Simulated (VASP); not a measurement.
# CdSe (CsCl type) (Pm-3m) in VASP: further runs

CdSe (CsCl type) is run at these levels: PBE; tasks: single point, relaxation of cell and atoms.

Everything below comes from runs of VASP 6.6.1. Logs are shortened: lines on timing, memory, paths and dates and some standing lists are left out, and cuts for length are marked.

## 1. The cell of the first run

Symmetry: Pm-3m, No. 221, cubic system. The conventional cell has a = 3.556 Å, b = 3.556 Å, c = 3.556 Å, α = 90.00°, β = 90.00°, γ = 90.00°. Cd (site symmetry m-3m) has 8 Se at 3.08 Å and 6 Cd at 3.56 Å within 4.1 Å. Within 4.1 Å of Se (site symmetry m-3m) lie 8 Cd at 3.08 Å and 6 Se at 3.56 Å.

## 2. Single point, PBE (22.49 Å³/atom)

The input, INCAR:

```
SYSTEM = CdSe
  PREC = Accurate
  ENCUT = 500
  EDIFF = 1E-6
  ISMEAR = -1
  SIGMA = 0.05
  LREAL = .False.
  LASPH = .True.
  NELM = 120
  ALGO = Normal
  ISIF = 2
  LWAVE = .False.
  LCHARG = .False.
  GGA = PE
  NBANDS = 16
  GGA_COMPAT = .False.
```

The input, KPOINTS:

```
regular mesh
0
Gamma
  12 12 12
  0 0 0
```

The input, POSCAR:

```
CdSe
1.0
    3.5561727750      0.0000000000      0.0000000000
    0.0000000000      3.5561727750      0.0000000000
    0.0000000000      0.0000000000      3.5561727750
Cd Se
1 1
Direct
    0.0000000000      0.0000000000      0.0000000000
    0.5000000000      0.5000000000      0.5000000000
```

Potentials or basis: VASP PAW PBE potentials, release 64 (Cd, Se).

Launch:

```console
cat potpaw_PBE.64/Cd/POTCAR potpaw_PBE.64/Se/POTCAR > POTCAR
mpirun -np 1 vasp_std > vasp.out
```

OUTCAR:

```text
SYSTEM = CdSe
   PREC = Accurate
   ENCUT = 500
   EDIFF = 1E-6
   ISMEAR = -1
   LREAL = .False.
   LASPH = .True.
   NELM = 120
   ISIF = 2
   GGA = PE

 ion  position               nearest neighbor table
   1  0.000  0.000  0.000-   2 3.08   2 3.08   2 3.08   2 3.08   2 3.08   2 3.08   2 3.08   2 3.08

   2  0.500  0.500  0.500-   1 3.08   1 3.08   1 3.08   1 3.08   1 3.08   1 3.08   1 3.08   1 3.08

  LATTYP: Found a simple cubic cell.
 ALAT       =     3.5561727750

  Lattice vectors:

 A1 = (   3.5561727750,   0.0000000000,   0.0000000000)
 A2 = (   0.0000000000,   3.5561727750,   0.0000000000)
 A3 = (   0.0000000000,   0.0000000000,   3.5561727750)

Analysis of symmetry for initial positions (statically):
=====================================================================
 Subroutine PRICEL returns:
 Original cell was already a primitive cell.

 Routine SETGRP: Setting up the symmetry group for a
 simple cubic supercell.

 Subroutine GETGRP returns: Found 48 space group operations
 (whereof 48 operations were pure point group operations)
 out of a pool of 48 trial point group operations.

The static configuration has the point symmetry O_h .

Analysis of symmetry for dynamics (positions and initial velocities):
=====================================================================
 Subroutine PRICEL returns:
 Original cell was already a primitive cell.

 Routine SETGRP: Setting up the symmetry group for a
 simple cubic supercell.

 Subroutine GETGRP returns: Found 48 space group operations
 (whereof 48 operations were pure point group operations)
 out of a pool of 48 trial point group operations.

The dynamic configuration has the point symmetry O_h .

 Subroutine INISYM returns: Found 48 space group operations
 (whereof 48 operations are pure point group operations),
 and found     1 'primitive' translations

----------------------------------------------------------------------------------------

                                     Primitive cell

  volume of cell :      44.9727

  direct lattice vectors                    reciprocal lattice vectors
     3.556172775  0.000000000  0.000000000     0.281201185  0.000000000  0.000000000
     0.000000000  3.556172775  0.000000000     0.000000000  0.281201185  0.000000000
     0.000000000  0.000000000  3.556172775     0.000000000  0.000000000  0.281201185

  length of vectors
     3.556172775  3.556172775  3.556172775     0.281201185  0.281201185  0.281201185

  position of ions in fractional coordinates (direct lattice)
     0.000000000  0.000000000  0.000000000
     0.500000000  0.500000000  0.500000000

  ion indices of the primitive-cell ions
   primitive index   ion index
                 1           1
                 2           2

----------------------------------------------------------------------------------------

 KPOINTS: regular mesh

Automatic generation of k-mesh.
 Grid dimensions read from file:
 generate k-points for:   12   12   12

 Generating k-lattice:

  Cartesian coordinates                     Fractional coordinates (reciprocal lattice)
     0.023433432  0.000000000  0.000000000     0.083333333  0.000000000  0.000000000
     0.000000000  0.023433432  0.000000000     0.000000000  0.083333333  0.000000000
     0.000000000  0.000000000  0.023433432     0.000000000  0.000000000  0.083333333

  Length of vectors
     0.023433432  0.023433432  0.023433432

  Shift w.r.t. Gamma in fractional coordinates (k-lattice)
     0.000000000  0.000000000  0.000000000

 Subroutine IBZKPT returns following result:
 ===========================================

 Found     84 irreducible k-points:

 Following reciprocal coordinates:
            Coordinates               Weight
  0.000000  0.000000  0.000000      1.000000
  0.083333  0.000000  0.000000      6.000000
  0.166667  0.000000  0.000000      6.000000
  0.250000  0.000000  0.000000      6.000000
  0.333333  0.000000  0.000000      6.000000
  0.416667  0.000000  0.000000      6.000000
[... 16 lines left out ...]
  0.333333  0.333333  0.000000     12.000000
  0.416667  0.333333  0.000000     24.000000
 [... further k-points ...]
   k-points           NKPTS =     84   k-points in BZ     NKDIM =     84   number of bands    NBANDS=     16
   number of dos      NEDOS =    301   number of ions     NIONS =      2
   total plane-waves  NPLWV =  21952
   dimension x,y,z NGX =    28 NGY =   28 NGZ =   28
   dimension x,y,z NGXF=    56 NGYF=   56 NGZF=   56
   ions per type =               1   1
   NGX,Y,Z   is equivalent  to a cutoff of  13.09, 13.09, 13.09 a.u.
   NGXF,Y,Z  is equivalent  to a cutoff of  26.18, 26.18, 26.18 a.u.
 SYSTEM =  CdSe
   PREC   = accura    normal or accurate (medium, high low for compatibility)
   ISTART =      0    job   : 0-new  1-cont  2-samecut
   ICHARG =      2    charge: 1-file 2-atom 10-const
   ISPIN  =      1    spin polarized calculation?
   LNONCOLLINEAR =      F non collinear calculations
   LSORBIT =      F    spin-orbit coupling
   LASPH  =      T    aspherical Exc in radial PAW
   ENCUT  =  500.0 eV  36.75 Ry    6.06 a.u.   6.48  6.48  6.48*2*pi/ulx,y,z
   NELM   =    120;   NELMIN=  2; NELMDL= -5     # of ELM steps
   EDIFF  = 0.1E-05   stopping-criterion for ELM
   LREAL  =      F    real-space projection
   EDIFFG = 0.1E-04   stopping-criterion for IOM
   NSW    =      0    number of steps for IOM
   IBRION =     -1    ionic relax: 0-MD 1-quasi-New 2-CG
   NFREE  =      0    steps in history (QN), initial steepest desc. (CG)
   ISIF   =      2    stress and relaxation
   ISYM   =      2    0-nonsym 1-usesym 2-fastsym
   POTIM  = 0.5000    time-step for ionic-motion
   TEBEG  =    0.0;   TEEND  =   0.0 temperature during run
   PSTRESS=    0.0 pullay stress
   NELECT =      18.0000    total number of electrons
   NUPDOWN=      -1.0000    fix difference up-down
   EMIN   =  10.00;   EMAX   =-10.00  energy-range for DOS
   EFERMI =   0.00;   METHOD = LEGACY
   ISMEAR =    -1;   SIGMA  =   0.05  broadening in eV -4-tet -1-fermi 0-gaus
   EFERMI_NEDOS =   21; number of points for ismear=-14 and -15
   IALGO  =     38    algorithm
   IMIX   =      4    mixing-type and parameters
     AMIX     =   0.40;   BMIX     =  1.00
     AMIX_MAG =   1.60;   BMIX_MAG =  1.00
  volume/ion in A,a.u.               =      22.49       151.75
  Fermi-wavevector in a.u.,A,eV,Ry     =   1.206469  2.279896 19.804196  1.455567
  Thomas-Fermi vector in A             =   2.342135
   LORBIT       =      0    0 simple, 1 ext, 2 COOP (PROOUT), +10 PAW based schemes
   GGA     = PE    functional components
   LHFCALC =     F    Hartree Fock is set to
   AEXX    =    0.0000 exact exchange contribution
   IVDW    =     0    specifies the selected vdW correction
   LEPSILON=     F    determine dielectric tensor
   LRPA    =     F    only Hartree local field effects (RPA)
 non-spin polarized calculation
  energy-cutoff  :      500.00
  volume of cell :       44.97
 maximum number of plane-waves:      1189
 NGX is ok and might be reduce to    28
   NGX = 13   NGY = 13   NGZ = 13

 number of electron      17.9999988 magnetization

 Free energy of the ion-electron system (eV)
  ---------------------------------------------------
  ext. energy  EPLUGINS =         0.00000000
  ---------------------------------------------------
  free energy    TOTEN  =        -4.30539103 eV

  energy without entropy =       -4.29296799  energy(sigma->0) =       -4.29917951

 E-fermi :   3.2268     XC(G=0): -10.4106

 val. band max:        3.2182012248   @ k =   0.5000   0.4167   0.0833
 cond. band min:       3.2354625653   @ k =   0.4167   0.0000   0.0000
 fundamental gap:      0.0172613405
 Fermi energy:         3.2268484392

 k-point     1 :       0.0000    0.0000    0.0000
  band No.  band energies     occupation
      1     -10.3078      2.00000
      2      -5.4732      2.00000
      3      -5.4732      2.00000
      4      -5.0570      2.00000
      5      -5.0570      2.00000
      6      -5.0570      2.00000
[... 8 lines left out ...]
     15      13.8444      0.00000
     16      17.8776      0.00000

 k-point     2 :       0.0833    0.0000    0.0000
  band No.  band energies     occupation
      1     -10.2605      2.00000
      2      -5.4702      2.00000
      3      -5.4562      2.00000
      4      -5.0713      2.00000
      5      -5.0713      2.00000
      6      -5.0559      2.00000
[... 8 lines left out ...]
     15      13.5049      0.00000
     16      17.7996      0.00000

 k-point     3 :       0.1667    0.0000    0.0000
  band No.  band energies     occupation
      1     -10.1252      2.00000
      2      -5.4619      2.00000
      3      -5.4124      2.00000
      4      -5.1096      2.00000
      5      -5.1096      2.00000
      6      -5.0528      2.00000
[... 8 lines left out ...]
     15      13.0636      0.00000
     16      17.1248      0.00000

 k-point     4 :       0.2500    0.0000    0.0000
  band No.  band energies     occupation
      1      -9.9239      2.00000
      2      -5.4505      2.00000
      3      -5.3617      2.00000
      4      -5.1606      2.00000
      5      -5.1606      2.00000
      6      -5.0486      2.00000
[... 8 lines left out ...]
     15      13.7357      0.00000
     16      15.8995      0.00000
[... 324 lines left out ...]
 k-point    22 :       0.5000    0.2500    0.0000
  band No.  band energies     occupation
      1      -9.2486      2.00000
      2      -5.3586      2.00000
      3      -5.2195      2.00000
      4      -5.1191      2.00000
      5      -5.1130      2.00000
      6      -5.1109      2.00000
[... 8 lines left out ...]
     15      15.3332      0.00000
     16      16.8597      0.00000

 k-point    23 :       0.3333    0.3333    0.0000
  band No.  band energies     occupation
      1      -9.2984      2.00000
      2      -5.3594      2.00000
      3      -5.1745      2.00000
      4      -5.1491      2.00000
      5      -5.0974      2.00000
      6      -5.0870      2.00000
[... 8 lines left out ...]
     15      14.5021      0.00000
     16      16.3937      0.00000

 k-point    24 :       0.4167    0.3333    0.0000
  band No.  band energies     occupation
      1      -9.1901      2.00000
      2      -5.3408      2.00000
      3      -5.1909      2.00000
      4      -5.1487      2.00000
      5      -5.0378      2.00000
      6      -5.0227      2.00000
[... 8 lines left out ...]
     15      14.4825      0.00000
     16      16.7309      0.00000

 [... further k-points ...]

------------------------ aborting loop because EDIFF is reached ----------------------------------------

  FORCE on cell =-STRESS in cart. coord.  units (eV):
  Direction    XX          YY          ZZ          XY          YZ          ZX
  --------------------------------------------------------------------------------------
  -------------------------------------------------------------------------------------
  Total        0.0812909      0.0812909      0.0812909      0.0000000     -0.0000000      0.0000000
  in kB        2.8960347      2.8960347      2.8960347      0.0000000     -0.0000000      0.0000000
  external PRESSURE =       2.8960347 kB  Pullay stress =       0.0000000 kB

 VOLUME and BASIS-vectors are now :
 -----------------------------------------------------------------------------
  energy-cutoff  :      500.00
  volume of cell :       44.97
      direct lattice vectors                 reciprocal lattice vectors
     3.556172775  0.000000000  0.000000000     0.281201185  0.000000000  0.000000000
     0.000000000  3.556172775  0.000000000     0.000000000  0.281201185  0.000000000
     0.000000000  0.000000000  3.556172775     0.000000000  0.000000000  0.281201185

 POSITION                                       TOTAL-FORCE (eV/Angst)
 -----------------------------------------------------------------------------------
      0.00000      0.00000      0.00000         0.000000      0.000000      0.000000
      1.77809      1.77809      1.77809         0.000000      0.000000      0.000000
 -----------------------------------------------------------------------------------
    total drift:                               -0.000000      0.000000      0.000000

  FREE ENERGIE OF THE ION-ELECTRON SYSTEM (eV)
  ---------------------------------------------------
  free  energy   TOTEN  =        -4.3053910305 eV

  energy  without entropy=       -4.2929679855  energy(sigma->0) =       -4.29917951
```

Run time: 17 s. Hardware: 1 thread of Intel Xeon 6975P-C (Granite Rapids), shared host; peak memory 0.19 GiB.

Results:

```
Free energy            : -4.3054 eV
Pressure               : 0.3 GPa
Band gap on the k mesh : zero (bands 9 and 10 overlap by 1.28 eV)
```

(Part 1 of 2 ends here.)
